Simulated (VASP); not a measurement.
Write the native input for VASP 6.6.1 that does the following.

```
Task                   : single point
Functional             : r2SCAN
Potentials or basis    : VASP PAW PBE potentials, release 64 (Pb_d, O)
Cutoff                 : 520 eV
k mesh                 : 2 × 2 × 4
Occupations            : fermi-dirac, width 0.086 eV
Spin                   : no spin polarisation
Dipole correction      : no
Further INCAR settings : LREAL = Auto; ALGO = Normal; EDIFF = 1e-06; NBANDS = 94
```

Crystal: PbO.

```
Pb O
1.0
     7.96081    0.00000    0.00000
     0.00000    7.96081    0.00000
     0.00000    0.00000    5.00091
Pb O
8 8
Direct
  0.98632 0.27468 0.21999
  0.25863 0.98537 0.75816
  0.01675 0.74720 0.24800
  0.26035 0.50147 0.78663
  0.50908 0.24930 0.21974
  0.74225 0.97706 0.76645
  0.48071 0.76596 0.23623
  0.74746 0.49794 0.76496
  0.01541 0.00766 0.01236
  0.24101 0.24802 0.98225
  0.01043 0.50888 0.98882
  0.23942 0.74791 0.00350
  0.48671 0.00228 0.98364
  0.75110 0.25870 0.96549
  0.47903 0.50065 0.03445
  0.75677 0.73904 0.02737
```

These files were run (other wordings do the same):

POSCAR

```
PbO
1.0
    7.9608078110      0.0000000000      0.0000000000
    0.0000000000      7.9608078110      0.0000000000
    0.0000000000      0.0000000000      5.0009130008
Pb O
8 8
Direct
   -0.0136791394      0.2746830538      0.2199876302
    0.2586339287     -0.0146279125      0.7581629593
    0.0167475466      0.7472031911      0.2480011150
    0.2603537291      0.5014687070      0.7866257620
    0.5090791156      0.2493007050      0.2197448746
    0.7422455284     -0.0229435259      0.7664526456
    0.4807117683      0.7659618402      0.2362324639
    0.7474613307      0.4979395426      0.7649563189
    0.0154136368      0.0076587705      0.0123575435
    0.2410066975      0.2480186743     -0.0177523584
    0.0104263288      0.5088822763     -0.0111781589
    0.2394177884      0.7479131693      0.0035011607
    0.4867102802      0.0022820548     -0.0163602126
    0.7511006599      0.2587005049     -0.0345148976
    0.4790305319      0.5006458006      0.0344543086
    0.7567713156      0.7390363063      0.0273698023
```

INCAR.step1

```
SYSTEM = PbO
PREC = Accurate ; ENCUT = 520
ISMEAR = -1 ; SIGMA = 0.086
LREAL = Auto ; LASPH = .TRUE.
NELM = 80 ; NBANDS = 94
GGA = PE ; ALGO = Normal
EDIFF = 1E-4 ; LWAVE = .TRUE.
LCHARG = .FALSE.
```

INCAR.step2

```
SYSTEM = PbO
PREC = Accurate ; ENCUT = 520
EDIFF = 1E-6 ; ISMEAR = -1
SIGMA = 0.086 ; LREAL = Auto
LASPH = .TRUE. ; NELM = 80
ALGO = Normal ; ISIF = 2
LWAVE = .FALSE. ; LCHARG = .FALSE.
METAGGA = R2SCAN ; LMIXTAU = .TRUE.
NBANDS = 94 ; ISTART = 1
```

KPOINTS

```
regular mesh
0
G
  2 2 4
  0 0 0
```

Potentials or basis: VASP PAW PBE potentials, release 64 (Pb_d, O).

The run is started by

```sh
$ cat potpaw_PBE.64/Pb_d/POTCAR potpaw_PBE.64/O/POTCAR > POTCAR
$ cp INCAR.step1 INCAR
$ mpirun -np 1 vasp_std > vasp.out
$ cp INCAR.step2 INCAR
$ mpirun -np 1 vasp_std > vasp.out
```

It gave:

- Pressure: 4.6 GPa
- Largest force: 2.576 eV/Å
- Band gap on the k mesh: 1.57 eV (least direct gap 1.63 eV)

Caveat: the cell stands under pressure; the PAW data sets were made with another functional, which shifts forces and pressure a little; spin-orbit coupling is left out, which moves the levels of the heavy elements.

It took 27 min on 1 thread of Intel Xeon 8259CL (shared host), peak memory 0.53 GiB.
